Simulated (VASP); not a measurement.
# Si3N4 (I-43d) in VASP: a series of runs

The runs below take Si3N4 through single point, with PBE.

All numbers are computed with VASP 6.6.1; they aren't measurements. Logs are shortened: lines on timing, memory, paths and dates and some standing lists are left out, and cuts for length are marked.

## (1) The cell of the first run

It takes space group I-43d (No. 220, cubic). Conventional cell: a = 6.220 Å, b = 6.220 Å, c = 6.220 Å, α = 90.00°, β = 90.00°, γ = 90.00°. Si (site symmetry -4) has 4 N at 1.69 Å within 2.2 Å. Within 2.2 Å of N (site symmetry 3) lie 3 Si at 1.69 Å.

## (2) Single point, PBE (8.59 Å³/atom)

Input file INCAR:

```
SYSTEM = Si3N4
  PREC = Accurate
  ENCUT = 520
  EDIFF = 1E-6
  ISMEAR = 0
  SIGMA = 0.02
  LREAL = .FALSE.
  LASPH = .TRUE.
  NELM = 80
  ALGO = Normal
  ISIF = 2
  LWAVE = .FALSE.
  LCHARG = .FALSE.
  GGA = PE
  NBANDS = 45
```

Input file KPOINTS:

```
Automatic mesh
0
G
  6 6 6
  0 0 0
```

Input file POSCAR:

```
Si3N4
1.0
   -3.1098275888      3.1098275888      3.1098275888
    3.1098275888     -3.1098275888      3.1098275888
    3.1098275888      3.1098275888     -3.1098275888
Si N
6 8
Direct
    0.2500000000      0.1250000000      0.8750000000
    0.8750000000      0.2500000000      0.1250000000
    0.7500000000      0.3750000000      0.6250000000
    0.6250000000      0.7500000000      0.3750000000
    0.1250000000      0.8750000000      0.2500000000
    0.3750000000      0.6250000000      0.7500000000
    0.5473176340      0.5473176340      0.5473176340
    0.4526823660      0.5000000000      0.0000000000
    0.5000000000      0.0000000000      0.9526823660
    0.0000000000      0.4526823660      0.5000000000
    0.9526823660      0.5000000000      0.0000000000
    0.0473176340      0.0473176340      0.0473176340
    0.0000000000      0.9526823660      0.5000000000
    0.5000000000      0.0000000000      0.4526823660
```

Potentials or basis: VASP PAW PBE potentials, release 64 (Si, N).

On the command line:

```bash
> cat potpaw_PBE.64/Si/POTCAR potpaw_PBE.64/N/POTCAR > POTCAR
> mpirun -np 1 vasp_std > vasp.out
```

OUTCAR:

```text
SYSTEM = Si3N4
   PREC = Accurate
   ENCUT = 520
   EDIFF = 1E-6
   ISMEAR = 0
   LREAL = .FALSE.
   LASPH = .TRUE.
   NELM = 80
   ISIF = 2
   GGA = PE

 ion  position               nearest neighbor table
   1  0.250  0.125  0.875-   8 1.69   9 1.69  12 1.69  13 1.69   6 2.91   2 2.91   4 2.91   2 2.91
                             5 2.91   5 2.91   6 2.91   4 2.91
   2  0.875  0.250  0.125-   9 1.69  10 1.69  11 1.69  12 1.69   5 2.91   5 2.91   6 2.91   1 2.91
                             3 2.91   3 2.91   1 2.91   6 2.91
   3  0.750  0.375  0.625-   7 1.69  10 1.69  11 1.69  14 1.69   6 2.91   6 2.91   5 2.91   2 2.91
                             4 2.91   2 2.91   4 2.91   5 2.91
   4  0.625  0.750  0.375-   7 1.69   8 1.69  13 1.69  14 1.69   6 2.91   1 2.91   3 2.91   3 2.91
                             5 2.91   6 2.91   1 2.91   5 2.91
   5  0.125  0.875  0.250-  11 1.69  12 1.69  13 1.69  14 1.69   1 2.91   1 2.91   2 2.91   4 2.91
                             2 2.91   3 2.91   4 2.91   3 2.91
   6  0.375  0.625  0.750-   7 1.69   8 1.69   9 1.69  10 1.69   4 2.91   1 2.91   3 2.91   4 2.91
                             1 2.91   3 2.91   2 2.91   2 2.91
   7  0.547  0.547  0.547-   3 1.69   4 1.69   6 1.69
   8  0.453  0.500  0.000-   1 1.69   4 1.69   6 1.69
   9  0.500  0.000  0.953-   1 1.69   2 1.69   6 1.69
  10  0.000  0.453  0.500-   2 1.69   3 1.69   6 1.69
  11  0.953  0.500  0.000-   2 1.69   3 1.69   5 1.69
  12  0.047  0.047  0.047-   1 1.69   2 1.69   5 1.69
  13  0.000  0.953  0.500-   1 1.69   4 1.69   5 1.69
  14  0.500  0.000  0.453-   3 1.69   4 1.69   5 1.69

  LATTYP: Found a body centered cubic cell.
 ALAT       =     6.2196551776

  Lattice vectors:

 A1 = (  -3.1098275888,   3.1098275888,   3.1098275888)
 A2 = (   3.1098275888,  -3.1098275888,   3.1098275888)
 A3 = (   3.1098275888,   3.1098275888,  -3.1098275888)

Analysis of symmetry for initial positions (statically):
=====================================================================
 Subroutine PRICEL returns:
 Original cell was already a primitive cell.

 Routine SETGRP: Setting up the symmetry group for a
 body centered cubic supercell.

 Subroutine GETGRP returns: Found 24 space group operations
 (whereof  3 operations were pure point group operations)
 out of a pool of 48 trial point group operations.

The static configuration has the point symmetry C_3 .
 The point group associated with its full space group is T_d .

Analysis of symmetry for dynamics (positions and initial velocities):
=====================================================================
 Subroutine PRICEL returns:
 Original cell was already a primitive cell.

 Routine SETGRP: Setting up the symmetry group for a
 body centered cubic supercell.

 Subroutine GETGRP returns: Found 24 space group operations
 (whereof  3 operations were pure point group operations)
 out of a pool of 48 trial point group operations.

The dynamic configuration has the point symmetry C_3 .
 The point group associated with its full space group is T_d .

 Subroutine INISYM returns: Found 24 space group operations
 (whereof  3 operations are pure point group operations),
 and found     1 'primitive' translations

----------------------------------------------------------------------------------------

                                     Primitive cell

  volume of cell :     120.3009

  direct lattice vectors                    reciprocal lattice vectors
    -3.109827589  3.109827589  3.109827589     0.000000000  0.160780617  0.160780617
     3.109827589 -3.109827589  3.109827589     0.160780617  0.000000000  0.160780617
     3.109827589  3.109827589 -3.109827589     0.160780617  0.160780617  0.000000000

  length of vectors
     5.386379387  5.386379387  5.386379387     0.227378130  0.227378130  0.227378130

  position of ions in fractional coordinates (direct lattice)
     0.250000000  0.125000000  0.875000000
     0.875000000  0.250000000  0.125000000
     0.750000000  0.375000000  0.625000000
     0.625000000  0.750000000  0.375000000
     0.125000000  0.875000000  0.250000000
     0.375000000  0.625000000  0.750000000
     0.547317634  0.547317634  0.547317634
     0.452682366  0.500000000  0.000000000
     0.500000000  0.000000000  0.952682366
     0.000000000  0.452682366  0.500000000
     0.952682366  0.500000000  0.000000000
     0.047317634  0.047317634  0.047317634
     0.000000000  0.952682366  0.500000000
     0.500000000  0.000000000  0.452682366

  ion indices of the primitive-cell ions
   primitive index   ion index
                 1           1
                 2           2
                 3           3
                 4           4
                 5           5
                 6           6
                 7           7
                 8           8
                 9           9
                10          10
                11          11
                12          12
                13          13
                14          14

----------------------------------------------------------------------------------------

 KPOINTS: Automatic mesh

Automatic generation of k-mesh.
 Grid dimensions read from file:
 generate k-points for:    6    6    6

 Generating k-lattice:

  Cartesian coordinates                     Fractional coordinates (reciprocal lattice)
     0.000000000  0.026796770  0.026796770     0.166666667  0.000000000  0.000000000
     0.026796770  0.000000000  0.026796770     0.000000000  0.166666667  0.000000000
     0.026796770  0.026796770  0.000000000     0.000000000  0.000000000  0.166666667

  Length of vectors
     0.037896355  0.037896355  0.037896355

  Shift w.r.t. Gamma in fractional coordinates (k-lattice)
     0.000000000  0.000000000  0.000000000

 Subroutine IBZKPT returns following result:
 ===========================================

 Found     16 irreducible k-points:

 Following reciprocal coordinates:
            Coordinates               Weight
  0.000000  0.000000  0.000000      1.000000
  0.166667  0.000000  0.000000     12.000000
  0.333333  0.000000  0.000000     12.000000
  0.500000  0.000000  0.000000      6.000000
  0.166667  0.166667  0.000000     24.000000
  0.333333  0.166667 -0.000000     48.000000
[... 8 lines left out ...]
  0.500000  0.500000  0.333333     12.000000
  0.500000  0.500000  0.500000      1.000000
   k-points           NKPTS =     16   k-points in BZ     NKDIM =     16   number of bands    NBANDS=     45
   number of dos      NEDOS =    301   number of ions     NIONS =     14
   total plane-waves  NPLWV =  64000
   dimension x,y,z NGX =    40 NGY =   40 NGZ =   40
   dimension x,y,z NGXF=    80 NGYF=   80 NGZF=   80
   ions per type =               6   8
   NGX,Y,Z   is equivalent  to a cutoff of  12.35, 12.35, 12.35 a.u.
   NGXF,Y,Z  is equivalent  to a cutoff of  24.69, 24.69, 24.69 a.u.
 SYSTEM =  Si3N4
   PREC   = accura    normal or accurate (medium, high low for compatibility)
   ISTART =      0    job   : 0-new  1-cont  2-samecut
   ICHARG =      2    charge: 1-file 2-atom 10-const
   ISPIN  =      1    spin polarized calculation?
   LNONCOLLINEAR =      F non collinear calculations
   LSORBIT =      F    spin-orbit coupling
   LASPH  =      T    aspherical Exc in radial PAW
   ENCUT  =  520.0 eV  38.22 Ry    6.18 a.u.  10.02 10.02 10.02*2*pi/ulx,y,z
   NELM   =     80;   NELMIN=  2; NELMDL= -5     # of ELM steps
   EDIFF  = 0.1E-05   stopping-criterion for ELM
   LREAL  =      F    real-space projection
   EDIFFG = 0.1E-04   stopping-criterion for IOM
   NSW    =      0    number of steps for IOM
   IBRION =     -1    ionic relax: 0-MD 1-quasi-New 2-CG
   NFREE  =      0    steps in history (QN), initial steepest desc. (CG)
   ISIF   =      2    stress and relaxation
   ISYM   =      2    0-nonsym 1-usesym 2-fastsym
   POTIM  = 0.5000    time-step for ionic-motion
   TEBEG  =    0.0;   TEEND  =   0.0 temperature during run
   PSTRESS=    0.0 pullay stress
   NELECT =      64.0000    total number of electrons
   NUPDOWN=      -1.0000    fix difference up-down
   EMIN   =  10.00;   EMAX   =-10.00  energy-range for DOS
   EFERMI =   0.00;   METHOD = LEGACY
   ISMEAR =     0;   SIGMA  =   0.02  broadening in eV -4-tet -1-fermi 0-gaus
   EFERMI_NEDOS =   21; number of points for ismear=-14 and -15
   IALGO  =     38    algorithm
   IMIX   =      4    mixing-type and parameters
     AMIX     =   0.40;   BMIX     =  1.00
     AMIX_MAG =   1.60;   BMIX_MAG =  1.00
  volume/ion in A,a.u.               =       8.59        57.99
  Fermi-wavevector in a.u.,A,eV,Ry     =   1.326514  2.506748 23.941348  1.759639
  Thomas-Fermi vector in A             =   2.455895
   LORBIT       =      0    0 simple, 1 ext, 2 COOP (PROOUT), +10 PAW based schemes
   GGA     = PE    functional components
   LHFCALC =     F    Hartree Fock is set to
   AEXX    =    0.0000 exact exchange contribution
   IVDW    =     0    specifies the selected vdW correction
   LEPSILON=     F    determine dielectric tensor
   LRPA    =     F    only Hartree local field effects (RPA)
 non-spin polarized calculation
 Gauss-broadening in eV      SIGMA  =   0.02
  energy-cutoff  :      520.00
  volume of cell :      120.30
 maximum number of plane-waves:      3300
   NGX = 19   NGY = 19   NGZ = 19

 number of electron      63.9999991 magnetization

 Free energy of the ion-electron system (eV)
  ---------------------------------------------------
  ext. energy  EPLUGINS =         0.00000000
  ---------------------------------------------------
  free energy    TOTEN  =      -111.30295567 eV

  energy without entropy =     -111.30295567  energy(sigma->0) =     -111.30295567

 E-fermi :   9.3347     XC(G=0): -11.9610

 val. band max:        9.1691562967   @ k =   0.0000   0.0000   0.0000
 cond. band min:      13.3328168529   @ k =  -0.1667   0.1667   0.1667
 fundamental gap:      4.1636605562
 Fermi energy:         9.3346787532

 k-point     1 :       0.0000    0.0000    0.0000
  band No.  band energies     occupation
      1      -9.9954      2.00000
      2      -6.6480      2.00000
      3      -6.6480      2.00000
      4      -6.6480      2.00000
      5      -6.1246      2.00000
      6      -6.1246      2.00000
[... 36 lines left out ...]
     43      17.2182      0.00000
     44      17.2182      0.00000

 k-point     2 :       0.1667    0.0000    0.0000
  band No.  band energies     occupation
      1      -9.8417      2.00000
      2      -6.9508      2.00000
      3      -6.7370      2.00000
      4      -6.7118      2.00000
      5      -6.2295      2.00000
      6      -6.1390      2.00000
[... 36 lines left out ...]
     43      17.4609      0.00000
     44      17.5416      0.00000

 k-point     3 :       0.3333    0.0000    0.0000
  band No.  band energies     occupation
      1      -9.3901      2.00000
      2      -7.7856      2.00000
      3      -6.8659      2.00000
      4      -6.8407      2.00000
      5      -6.2740      2.00000
      6      -6.1995      2.00000
[... 600 lines left out ...]
     43      18.7374      0.00000
     44      18.7375      0.00000

 k-point    16 :       0.5000    0.5000    0.5000
  band No.  band energies     occupation
      1      -7.4842      2.00000
      2      -7.4842      2.00000
      3      -7.4842      2.00000
      4      -7.4842      2.00000
      5      -7.4842      2.00000
      6      -7.4842      2.00000
[... 36 lines left out ...]
     43      18.7688      0.00000
     44      18.7688      0.00000
 [bands above 44 left out]

------------------------ aborting loop because EDIFF is reached ----------------------------------------

  FORCE on cell =-STRESS in cart. coord.  units (eV):
  Direction    XX          YY          ZZ          XY          YZ          ZX
  --------------------------------------------------------------------------------------
  -------------------------------------------------------------------------------------
  Total       29.4910071     29.4910071     29.4910071      0.0000000      0.0000000     -0.0000000
  in kB      392.7636233    392.7636233    392.7636233      0.0000000      0.0000000     -0.0000000
  external PRESSURE =     392.7636233 kB  Pullay stress =       0.0000000 kB

 VOLUME and BASIS-vectors are now :
 -----------------------------------------------------------------------------
  energy-cutoff  :      520.00
  volume of cell :      120.30
      direct lattice vectors                 reciprocal lattice vectors
    -3.109827589  3.109827589  3.109827589     0.000000000  0.160780617  0.160780617
     3.109827589 -3.109827589  3.109827589     0.160780617  0.000000000  0.160780617
     3.109827589  3.109827589 -3.109827589     0.160780617  0.160780617  0.000000000

 POSITION                                       TOTAL-FORCE (eV/Angst)
 -----------------------------------------------------------------------------------
      2.33237      3.10983     -1.55491         0.000000     -0.000000      0.000000
     -1.55491      2.33237      3.10983         0.000000     -0.000000      0.000000
      0.77746      3.10983      1.55491         0.000000     -0.000000      0.000000
      1.55491      0.77746      3.10983         0.000000     -0.000000      0.000000
      3.10983     -1.55491      2.33237         0.000000     -0.000000      0.000000
      3.10983      1.55491      0.77746         0.000000     -0.000000      0.000000
      1.70206      1.70206      1.70206         0.007330      0.007330      0.007330
      0.14715     -0.14715      2.96268         0.007330     -0.007330     -0.007330
      1.40776      4.51759     -1.40776        -0.007330     -0.007330      0.007330
      2.96268      0.14715     -0.14715        -0.007330      0.007330     -0.007330
     -1.40776      1.40776      4.51759         0.007330     -0.007330     -0.007330
      0.14715      0.14715      0.14715         0.007330      0.007330      0.007330
      4.51759     -1.40776      1.40776        -0.007330      0.007330     -0.007330
     -0.14715      2.96268      0.14715        -0.007330     -0.007330      0.007330
 -----------------------------------------------------------------------------------
    total drift:                               -0.000001     -0.000001     -0.000002

  FREE ENERGIE OF THE ION-ELECTRON SYSTEM (eV)
  ---------------------------------------------------
  free  energy   TOTEN  =      -111.3029556654 eV

  energy  without entropy=     -111.3029556654  energy(sigma->0) =     -111.30295567
```

Run time: 38 s. Hardware: 1 thread of Intel Xeon 6975P-C (Granite Rapids), shared host; peak memory 0.25 GiB.

Results:

```
Free energy            : -111.3030 eV
Pressure               : 39.3 GPa
Largest force          : 0.013 eV/Å
Band gap on the k mesh : 4.16 eV (least direct gap 4.37 eV)
```

Forces in eV/Å, atoms in the order of the input:
```
Si   0.000  0.000  0.000
Si   0.000  0.000  0.000
Si   0.000  0.000  0.000
Si   0.000  0.000  0.000
Si   0.000  0.000  0.000
Si   0.000  0.000  0.000
N    0.007  0.007  0.007
N    0.007 -0.007 -0.007
N   -0.007 -0.007  0.007
N   -0.007  0.007 -0.007
N    0.007 -0.007 -0.007
N    0.007  0.007  0.007
N   -0.007  0.007 -0.007
N   -0.007 -0.007  0.007
```

Caveat: the cell stands under pressure. A k mesh can miss the band edges.

[end of part 1 of 2]
